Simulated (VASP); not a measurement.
Wanted: the native input for a VASP 6.6.1 run.

```yaml
Task: single point
Functional: r2SCAN
Potentials_or_basis: VASP PAW PBE potentials, release 64 (Ba_sv, Ti_sv, O)
Cutoff: 520 eV
k_mesh: 6 × 6 × 6
Occupations: gaussian, width 0.05 eV
Spin: no spin polarisation
Dipole_correction: no
Further_INCAR_settings: ALGO = Normal; EDIFF = 1e-07; NBANDS = 28
```

BaTiO3:

```
Ba Ti O
1.0
     2.84005    1.63971    2.33143
    -2.84005    1.63971    2.33143
     0.00000   -3.27941    2.33143
Ba Ti O
1 1 3
Direct
  0.04568 0.04568 0.04568
  0.51625 0.51625 0.51625
  0.48975 0.48975 0.98016
  0.48975 0.98016 0.48975
  0.98016 0.48975 0.48975
```

This cell differs from its parent crystal: atom 1 (Ba) moved -0.300 Å towards its neighbour atom 2 (Ti) at 3.403 Å.

The input as run:

POSCAR

```
BaTiO3
1.0
    2.8400536833      1.6397057586      2.3314328269
   -2.8400536833      1.6397057586      2.3314328269
    0.0000000000     -3.2794115171      2.3314328269
Ba Ti O
1 1 3
Direct
    0.0456771829      0.0456771829      0.0456771829
    0.5162478494      0.5162478494      0.5162478494
    0.4897536543      0.4897536543      0.9801597377
    0.4897536543      0.9801597377      0.4897536543
    0.9801597377      0.4897536543      0.4897536543
```

INCAR.step1

```
ALGO = Normal ; EDIFF = 1E-4
ENCUT = 520 ; GGA = PE
ISMEAR = 0 ; LASPH = True
LCHARG = False ; LREAL = False
LWAVE = True ; NBANDS = 28
NELM = 60 ; PREC = Accurate
SIGMA = 0.05
```

INCAR.step2

```
ALGO = Normal ; EDIFF = 1E-7
ENCUT = 520 ; ISIF = 2
ISMEAR = 0 ; ISTART = 1
LASPH = True ; LCHARG = False
LMIXTAU = True ; LREAL = False
LWAVE = False ; METAGGA = R2SCAN
NBANDS = 28 ; NELM = 60
PREC = Accurate ; SIGMA = 0.05
```

KPOINTS

```
k-points
0
Gamma
  6 6 6
```

Potentials or basis: VASP PAW PBE potentials, release 64 (Ba_sv, Ti_sv, O).

Command:

```bash
$ cat potpaw_PBE.64/Ba_sv/POTCAR potpaw_PBE.64/Ti_sv/POTCAR potpaw_PBE.64/O/POTCAR > POTCAR
$ cp INCAR.step1 INCAR
$ mpirun -np 1 vasp_std > vasp.out
$ cp INCAR.step2 INCAR
$ mpirun -np 1 vasp_std > vasp.out
```

Results of the run:

```json
{
  "Pressure": "5.5 GPa",
  "Largest force": "2.620 eV/Å",
  "Band gap on the k mesh": "2.85 eV, indirect (least direct gap 3.39 eV)"
}
```

Caveat: the cell differs from its parent crystal (atom 1 (Ba) moved -0.300 Å towards its neighbour atom 2 (Ti) at 3.403 Å); the PAW data sets were made with another functional, which shifts forces and pressure a little; spin-orbit coupling is left out, which moves the levels of the heavy elements.

Wall time 5.3 min on 1 thread of AMD EPYC 7571, with other jobs on the host, peak memory 0.17 GiB.
